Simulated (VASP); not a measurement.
# SrO in VASP: further runs

SrO is run at these levels: PBEsol; tasks: single point.

Everything below comes from runs of VASP 6.6.1. Logs are shortened: lines on timing, memory, paths and dates and some standing lists are left out, and cuts for length are marked.

### 1 The cell of the first run

It takes space group R-3m (No. 166, trigonal). The conventional cell has a = 3.613 Å, b = 3.613 Å, c = 8.917 Å, α = 90.00°, β = 90.00°, γ = 120.00°. Within 3.4 Å of Sr (site symmetry -3m) lie 6 O at 2.56 Å. Within 3.4 Å of O (site symmetry -3m) lie 6 Sr at 2.56 Å.

### 2 Single point, PBEsol, non-collinear spin, zero start, spin-orbit coupling (equal xy, yz and zx engineering shears of +0.5 %)

Contents of INCAR:

```
  PREC = Accurate
  ENCUT = 520
  EDIFF = 1E-6
  ISMEAR = 0
  SIGMA = 0.01
  LREAL = F
  LASPH = T
  NELM = 150
  ALGO = Normal
  ISIF = 2
  LWAVE = F
  LCHARG = F
  MAGMOM = 0 0 0 0 0 0
  LORBIT = 11
  LSORBIT = T
  GGA_COMPAT = F
  LORBMOM = T
  GGA = PS
  NBANDS = 28
```

Contents of KPOINTS:

```
regular mesh
0
Gamma
  8 8 8
```

Contents of POSCAR:

```
SrO
1.0
    0.0128072196      2.5678475212      2.5678475212
    2.5678475212      0.0128072196      2.5678475212
    2.5678475212      2.5678475212      0.0128072196
Sr O
1 1
Direct
    0.5000000000      0.5000000000      0.5000000000
    0.0000000000      0.0000000000      0.0000000000
```

Potentials or basis: VASP PAW PBE potentials, release 64 (Sr_sv, O).

On the command line:

```console
$ cat potpaw_PBE.64/Sr_sv/POTCAR potpaw_PBE.64/O/POTCAR > POTCAR
$ mpirun -np 1 vasp_ncl > vasp.out
```

OUTCAR:

```text
PREC = Accurate
   ENCUT = 520
   EDIFF = 1E-6
   ISMEAR = 0
   LREAL = F
   LASPH = T
   NELM = 150
   ISIF = 2
   LORBIT = 11
   LSORBIT = T
   GGA = PS

 ion  position               nearest neighbor table
   1  0.500  0.500  0.500-   2 2.56   2 2.56   2 2.56   2 2.56   2 2.56   2 2.56
   2  0.000  0.000  0.000-   1 2.56   1 2.56   1 2.56   1 2.56   1 2.56   1 2.56

  LATTYP: Found a trigonal (rhomboedric) cell.
 ALAT       =     3.6315073742
 COS(alpha) =     0.5049812504

  Lattice vectors:

 A1 = (   0.0128072196,   2.5678475212,   2.5678475212)
 A2 = (   2.5678475212,   0.0128072196,   2.5678475212)
 A3 = (   2.5678475212,   2.5678475212,   0.0128072196)

Analysis of symmetry for initial positions (statically):
=====================================================================
 Subroutine PRICEL returns:
 Original cell was already a primitive cell.

 Routine SETGRP: Setting up the symmetry group for a
 trigonal (rhombohedral) supercell.

 Subroutine GETGRP returns: Found 12 space group operations
 (whereof 12 operations were pure point group operations)
 out of a pool of 12 trial point group operations.

The static configuration has the point symmetry D_3d.

Analysis of symmetry for dynamics (positions and initial velocities):
=====================================================================
 Subroutine PRICEL returns:
 Original cell was already a primitive cell.

 Routine SETGRP: Setting up the symmetry group for a
 trigonal (rhombohedral) supercell.

 Subroutine GETGRP returns: Found 12 space group operations
 (whereof 12 operations were pure point group operations)
 out of a pool of 12 trial point group operations.

The dynamic configuration has the point symmetry D_3d.

Analysis of structural, dynamic, and magnetic symmetry:
=====================================================================
 Subroutine PRICEL returns:
 Original cell was already a primitive cell.

 Routine SETGRP: Setting up the symmetry group for a
 trigonal (rhombohedral) supercell.

 Subroutine GETGRP returns: Found 12 space group operations
 (whereof 12 operations were pure point group operations)
 out of a pool of 12 trial point group operations.

The overall configuration has the point symmetry D_3d.

 Subroutine INISYM returns: Found 12 space group operations
 (whereof 12 operations are pure point group operations),
 and found     1 'primitive' translations

----------------------------------------------------------------------------------------

                                     Primitive cell

  volume of cell :      33.6106

  direct lattice vectors                    reciprocal lattice vectors
     0.012807220  2.567847521  2.567847521    -0.196178425  0.195204834  0.195204834
     2.567847521  0.012807220  2.567847521     0.195204834 -0.196178425  0.195204834
     2.567847521  2.567847521  0.012807220     0.195204834  0.195204834 -0.196178425

  length of vectors
     3.631507374  3.631507374  3.631507374     0.338667727  0.338667727  0.338667727

  position of ions in fractional coordinates (direct lattice)
     0.500000000  0.500000000  0.500000000
     0.000000000  0.000000000  0.000000000

  ion indices of the primitive-cell ions
   primitive index   ion index
                 1           1
                 2           2

----------------------------------------------------------------------------------------

 KPOINTS: regular mesh

Automatic generation of k-mesh.
 Grid dimensions read from file:
 generate k-points for:    8    8    8

 Generating k-lattice:

  Cartesian coordinates                     Fractional coordinates (reciprocal lattice)
    -0.024522303  0.024400604  0.024400604     0.125000000  0.000000000  0.000000000
     0.024400604 -0.024522303  0.024400604     0.000000000  0.125000000  0.000000000
[... 90 lines left out ...]
  energy-cutoff  :      520.00
  volume of cell :       33.61
 maximum number of plane-waves:      1868
   NGX = 13   NGY = 13   NGZ = 13

 number of electron      15.9999995 magnetization       0.0000000      0.0000000      0.0000000

 number of electron      15.9999996 magnetization       0.0000000      0.0000000     -0.0000000

 number of electron      15.9999996 magnetization      -0.0000000     -0.0000000      0.0000000

 Free energy of the ion-electron system (eV)
  ---------------------------------------------------
  ext. energy  EPLUGINS =         0.00000000
  ---------------------------------------------------
  free energy    TOTEN  =       -12.72675144 eV

  energy without entropy =      -12.72675144  energy(sigma->0) =      -12.72675144

 E-fermi :   1.6183     XC(G=0): -10.3312

 val. band max:        1.5684556217   @ k =   0.0000   0.0000   0.0000
 cond. band min:       4.6885834530   @ k =   0.5000   0.5000   0.0000
 fundamental gap:      3.1201278313
 Fermi energy:         1.6182867038

 k-point     1 :       0.0000    0.0000    0.0000
  band No.  band energies     occupation
      1     -30.6535      1.00000
      2     -30.6535      1.00000
      3     -13.4702      1.00000
      4     -13.4702      1.00000
      5     -13.0753      1.00000
      6     -13.0753      1.00000
[... 733 lines left out ...]
     27      12.2739      0.00000
     28      12.2739      0.00000

 [... further k-points ...]
[... 5 lines left out ...]
  --------------------------------------------------------------------------------------
  -------------------------------------------------------------------------------------
  Total        0.1240149      0.1240149      0.1240149     -0.0581303     -0.0581303     -0.0581303
  in kB        5.9116387      5.9116387      5.9116387     -2.7710026     -2.7710026     -2.7710026
  external PRESSURE =       5.9116387 kB  Pullay stress =       0.0000000 kB

 VOLUME and BASIS-vectors are now :
 -----------------------------------------------------------------------------
  energy-cutoff  :      520.00
  volume of cell :       33.61
      direct lattice vectors                 reciprocal lattice vectors
     0.012807220  2.567847521  2.567847521    -0.196178425  0.195204834  0.195204834
     2.567847521  0.012807220  2.567847521     0.195204834 -0.196178425  0.195204834
     2.567847521  2.567847521  0.012807220     0.195204834  0.195204834 -0.196178425

 POSITION                                       TOTAL-FORCE (eV/Angst)
 -----------------------------------------------------------------------------------
      2.57425      2.57425      2.57425         0.000000      0.000000     -0.000000
      0.00000      0.00000      0.00000        -0.000000      0.000000      0.000000
 -----------------------------------------------------------------------------------
    total drift:                                0.000000      0.000000      0.000000

  FREE ENERGIE OF THE ION-ELECTRON SYSTEM (eV)
  ---------------------------------------------------
  free  energy   TOTEN  =       -12.7267514429 eV

  energy  without entropy=      -12.7267514429  energy(sigma->0) =      -12.72675144

 orbital moment (x)

 # of ion     p       d       tot
 ----------------------------------------
  1         0.000   0.000   0.000
  2         0.000   0.000   0.000
 ----------------------------------------
            0.000   0.000   0.000

 orbital moment (y)

 # of ion     p       d       tot
 ----------------------------------------
  1        -0.000  -0.000  -0.000
  2         0.000   0.000   0.000
 ----------------------------------------
           -0.000  -0.000  -0.000

 orbital moment (z)

 # of ion     p       d       tot
 ----------------------------------------
  1         0.000   0.000   0.000
  2         0.000   0.000   0.000
 ----------------------------------------
            0.000   0.000   0.000

 Spin-Orbit-Coupling matrix elements

 Ion:    1  E_soc:     -0.1769138
 l=   1
     0.0000000    -0.0294587    -0.0294587
    -0.0294587     0.0000000    -0.0294587
    -0.0294587    -0.0294587     0.0000000
 l=   2
     0.0000000    -0.0000017     0.0000000    -0.0000017    -0.0000252
    -0.0000017     0.0000000    -0.0000189    -0.0000017    -0.0000063
     0.0000000    -0.0000189     0.0000000    -0.0000189     0.0000000
    -0.0000017    -0.0000017    -0.0000189     0.0000000    -0.0000063
    -0.0000252    -0.0000063     0.0000000    -0.0000063     0.0000000
 l=   3
     0.0000000     0.0000000     0.0000000     0.0000000     0.0000000     0.0000000     0.0000000
     0.0000000     0.0000000     0.0000000     0.0000000     0.0000000     0.0000000     0.0000000
     0.0000000     0.0000000     0.0000000     0.0000000     0.0000000     0.0000000     0.0000000
     0.0000000     0.0000000     0.0000000     0.0000000     0.0000000     0.0000000     0.0000000
     0.0000000     0.0000000     0.0000000     0.0000000     0.0000000     0.0000000     0.0000000
     0.0000000     0.0000000     0.0000000     0.0000000     0.0000000     0.0000000     0.0000000
     0.0000000     0.0000000     0.0000000     0.0000000     0.0000000     0.0000000     0.0000000

 Ion:    2  E_soc:     -0.0003230
 l=   1
     0.0000000    -0.0000538    -0.0000538
    -0.0000538     0.0000000    -0.0000538
    -0.0000538    -0.0000538     0.0000000
 l=   2
     0.0000000     0.0000000     0.0000000     0.0000000     0.0000000
     0.0000000     0.0000000     0.0000000     0.0000000     0.0000000
     0.0000000     0.0000000     0.0000000     0.0000000     0.0000000
     0.0000000     0.0000000     0.0000000     0.0000000     0.0000000
     0.0000000     0.0000000     0.0000000     0.0000000     0.0000000
 l=   3
     0.0000000     0.0000000     0.0000000     0.0000000     0.0000000     0.0000000     0.0000000
     0.0000000     0.0000000     0.0000000     0.0000000     0.0000000     0.0000000     0.0000000
     0.0000000     0.0000000     0.0000000     0.0000000     0.0000000     0.0000000     0.0000000
     0.0000000     0.0000000     0.0000000     0.0000000     0.0000000     0.0000000     0.0000000
     0.0000000     0.0000000     0.0000000     0.0000000     0.0000000     0.0000000     0.0000000
     0.0000000     0.0000000     0.0000000     0.0000000     0.0000000     0.0000000     0.0000000
     0.0000000     0.0000000     0.0000000     0.0000000     0.0000000     0.0000000     0.0000000

 total charge

# of ion       s       p       d       tot
------------------------------------------
    1        2.017   5.805   0.266   8.088
    2        1.548   3.405   0.000   4.954
--------------------------------------------------
tot          3.565   9.211   0.266  13.042

 magnetization (x)

# of ion       s       p       d       tot
------------------------------------------
    1        0.000   0.000   0.000   0.000
    2        0.000   0.000   0.000   0.000
--------------------------------------------------
tot          0.000   0.000   0.000   0.000

 magnetization (y)

# of ion       s       p       d       tot
------------------------------------------
    1        0.000   0.000   0.000   0.000
    2        0.000   0.000   0.000   0.000
--------------------------------------------------
tot          0.000   0.000   0.000   0.000

 magnetization (z)

# of ion       s       p       d       tot
------------------------------------------
    1        0.000   0.000   0.000   0.000
    2        0.000  -0.000   0.000  -0.000
--------------------------------------------------
tot          0.000  -0.000   0.000  -0.000
```

Run time: 3.5 min. Hardware: 1 thread of Intel Xeon Platinum 8259CL at 2.50GHz (Skylake/Cascade Lake), shared host; peak memory 0.29 GiB.

What came out:

```
Free energy                                           : -12.7268 eV
Pressure                                              : 0.6 GPa
Net moment                                            : 0.00 μB per cell
Valence electrons inside the program's atomic spheres : Sr 8.09; O 4.95
```

Moments on the atoms (μB; x, y, z):
```
Sr  0.00 0.00 0.00
O   0.00 0.00 0.00
```

Caveat: the cell differs from its parent crystal (equal xy, yz and zx engineering shears of +0.5 %); the PAW data sets were made with another functional, which shifts forces and pressure a little.

[end of part 1 of 2]
